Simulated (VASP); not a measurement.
# Si: relaxation of cell and atoms with PBE

Si:

```
CELL_PARAMETERS angstrom
0.00000 2.71356 2.71356
2.71356 0.00000 2.71356
2.71356 2.71356 0.00000
ATOMIC_POSITIONS crystal
Si 0.75000 0.75000 0.75000
Si 0.50000 0.50000 0.50000
```

```
Program                : VASP 6.6.1
Task                   : relaxation of cell and atoms
Functional             : PBE
Potentials or basis    : VASP PAW PBE potentials, release 64 (Si)
Cutoff                 : 600 eV
k mesh                 : 6 × 6 × 6
Occupations            : gaussian, width 0.01 eV
Spin                   : no spin polarisation
Target pressure        : 20 GPa
Dipole correction      : no
Further INCAR settings : ALGO = Normal; EDIFF = 1e-06; IBRION = 2; EDIFFG = -0.05; NSW = 80; ISIF = 3
```

- Relaxed volume: 17.45 Å³/atom
- Relaxed cell: a = 3.668 Å, b = 3.668 Å, c = 3.668 Å, α = 60.00°, β = 60.00°, γ = 60.00°
- Space group after relaxing (to 0.05 Å): Fd-3m (No. 227)
- Energy change on relaxing (the enthalpy is what falls): +158.6 meV/atom
- Ionic steps: 4
- Pressure after relaxing: 19.8 GPa
- Band gap on the k mesh: 0.40 eV, indirect (least direct gap 2.60 eV)

Step by step:
```tsv
step	energy change (eV)	largest force (eV/Å)	pressure (GPa)	volume (Å³)
1	0.0000	0.0000	2.22	39.96
2	1.9376	0.0000	67.35	28.46
3	0.2896	0.0000	18.72	35.14
4	0.3172	0.0000	19.80	34.91
```

Final structure:
```cif
data_structure
_symmetry_space_group_name_H-M 'P 1'
_symmetry_Int_Tables_number 1
_cell_length_a 3.6684
_cell_length_b 3.6684
_cell_length_c 3.6684
_cell_angle_alpha 60.000
_cell_angle_beta 60.000
_cell_angle_gamma 60.000
_cell_volume 34.91
loop_
_atom_site_label
_atom_site_type_symbol
_atom_site_fract_x
_atom_site_fract_y
_atom_site_fract_z
_atom_site_occupancy
Si1 Si 0.75000 0.75000 0.75000 1
Si2 Si 0.50000 0.50000 0.50000 1
```

Levels at points of the mesh, in eV from the valence-band top:
```csv
k point,band 1,band 2,band 3,band 4,band 5,band 6,band 7,band 8
"(0.00, 0.00, 0.00)",-12.96,0.00,0.00,0.00,2.60,2.60,2.60,5.03
"(0.50, 0.00, 0.00)",-10.26,-7.68,-1.32,-1.32,2.03,3.24,3.24,7.88
"(0.50, 0.50, 0.00)",-8.30,-8.30,-3.23,-3.23,0.40,0.40,11.33,11.33
```

It took 10 s on 1 thread of Intel(R) Xeon(R) 6975P-C (Granite Rapids) (shared host), peak memory 0.16 GiB.

Caveat: the cell is relaxed towards a set pressure, so the enthalpy falls and the energy may rise. A k mesh can miss the band edges.
